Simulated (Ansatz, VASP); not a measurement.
# One calculation of H2CSO, two programs

```
O C S H
1.0
     7.98173    0.00000    0.00000
     0.00000    7.98173    0.00000
     0.00000    0.00000    7.98173
O C S H
5 5 5 10
Direct
  0.86588 0.21924 0.11079
  0.60545 0.01809 0.61153
  0.34075 0.70635 0.40405
  0.97647 0.25557 0.60291
  0.25381 0.06778 0.80429
  0.89487 0.35396 0.15922
  0.58519 0.16137 0.58954
  0.40115 0.77797 0.29208
  0.05329 0.34699 0.68754
  0.13854 0.97755 0.80293
  0.93347 0.53488 0.22377
  0.55632 0.35298 0.55954
  0.48112 0.87421 0.14139
  0.15401 0.46926 0.80204
  0.98474 0.85658 0.80079
  0.98731 0.89323 0.38285
  0.98762 0.91824 0.29058
  0.25547 0.19299 0.26922
  0.18098 0.17921 0.32702
  0.41112 0.42279 0.15903
  0.48853 0.44865 0.10902
  0.69114 0.72484 0.55691
  0.72727 0.68352 0.47789
  0.66074 0.63520 0.90592
  0.66937 0.57708 0.83050
```

Alike in both runs: functional PBEsol; k mesh 1 × 1 × 1; occupations fermi-dirac, width 0.02 eV; no spin polarisation.

Ansatz relaxed the structure, and its values are those at the end. VASP's run is a single point on that final structure, the one shown.

|  | VASP | Ansatz |
| --- | --- | --- |
| version | VASP 6.6.1 | Ansatz 0.2.0 |
| potentials or method | VASP PAW PBE potentials, release 64 (O, C, S, H), cutoff 520 eV | scalar-relativistic, plane waves, PAW |
| valence electrons in the cell | 90 | 90 |

Ansatz gave:

| Item | Value |
| --- | --- |
| gap on the k mesh at the Fermi level (eV) | 4.86 |
| rms of the force components (eV/Å) | 0.055 |

Task: Estimate VASP's values.

Result: gap on the k mesh at the Fermi level (eV): 4.87; rms of the force components (eV/Å): 0.329.

VASP's potentials were made for PBE, not for PBEsol. One of these differences is far larger than is usual between the two programs; its cause wasn't traced. Ansatz's warnings: xc potential rough in thin density.

Noted on VASP's run: the standard files for N, O and F lose accuracy on very short bonds.
